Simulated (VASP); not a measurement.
Write the native input for VASP 6.6.1 that does the following.

* Task: single point
* Functional: PBE
* Dispersion: D3(BJ)
* Potentials or basis: VASP PAW PBE potentials, release 64 (Se, W_sv)
* Cutoff: 520 eV
* k mesh: 9 × 9 × 1
* Occupations: gaussian, width 0.02 eV
* Spin: no spin polarisation
* Dipole correction: yes
* Further INCAR settings: LREAL = Auto; ALGO = Normal; EDIFF = 1e-07; NBANDS = 93

The structure of WSe2 lies in POSCAR:

```
WSe2
1.0
    3.2820000000      0.0000000000      0.0000000000
   -1.6410000000      2.8422953752      0.0000000000
    0.0000000000      0.0000000000     95.2999999925
Se W
12 6
Direct
    0.6666666667      0.3333333333      0.0965753624
    0.6666666667      0.3333333333      0.1319326141
    0.3333333333      0.6666666667      0.1637296992
    0.3333333333      0.6666666667      0.1990558055
    0.6666666667      0.3333333333      0.2308124199
    0.6666666667      0.3333333333      0.2661372886
    0.3333333333      0.6666666667      0.2978711059
    0.3333333333      0.6666666667      0.3331959747
    0.6666666667      0.3333333333      0.3649525890
    0.6666666667      0.3333333333      0.4002786954
    0.3333333333      0.6666666667      0.4320757805
    0.3333333333      0.6666666667      0.4674330322
    0.3333333333      0.6666666667      0.1142575552
    0.6666666667      0.3333333333      0.1813928261
    0.3333333333      0.6666666667      0.2484748507
    0.6666666667      0.3333333333      0.3155335439
    0.3333333333      0.6666666667      0.3826155685
    0.6666666667      0.3333333333      0.4497508393
```

One way to write it, as run:

INCAR

```
SYSTEM = WSe2
  PREC = Accurate
  ENCUT = 520
  EDIFF = 1E-7
  ISMEAR = 0
  SIGMA = 0.02
  LREAL = Auto
  LASPH = .TRUE.
  NELM = 100
  ALGO = Normal
  ISIF = 2
  LWAVE = .FALSE.
  LCHARG = .TRUE.
  LDIPOL = .TRUE.
  IDIPOL = 3
  DIPOL = 0.5 0.5 0.282
  GGA = PE
  IVDW = 12
  LELF = .TRUE.
  LVHAR = .TRUE.
  LVACPOTAV = .TRUE.
  NBANDS = 93
```

KPOINTS

```
regular mesh
0
G
  9 9 1
  0 0 0
```

Potentials or basis: VASP PAW PBE potentials, release 64 (Se, W_sv).

Run with:

```sh
$ cat potpaw_PBE.64/Se/POTCAR potpaw_PBE.64/W_sv/POTCAR > POTCAR
$ mpirun -np 1 vasp_std > vasp.out
```

It gave:

```
Largest force                          : 0.059 eV/Å
Band gap on the k mesh                 : 1.05 eV (least direct gap 1.57 eV)
Dispersion energy per atom             : -0.451 eV
Ionisation potential of the upper face : 4.76 eV
```

Caveat: spin-orbit coupling is left out, which moves the levels of the heavy elements.

Run time: 24 min on 1 thread of Intel(R) Xeon(R) 6975P-C (Granite Rapids), with other jobs on the host, peak memory 1.2 GiB.
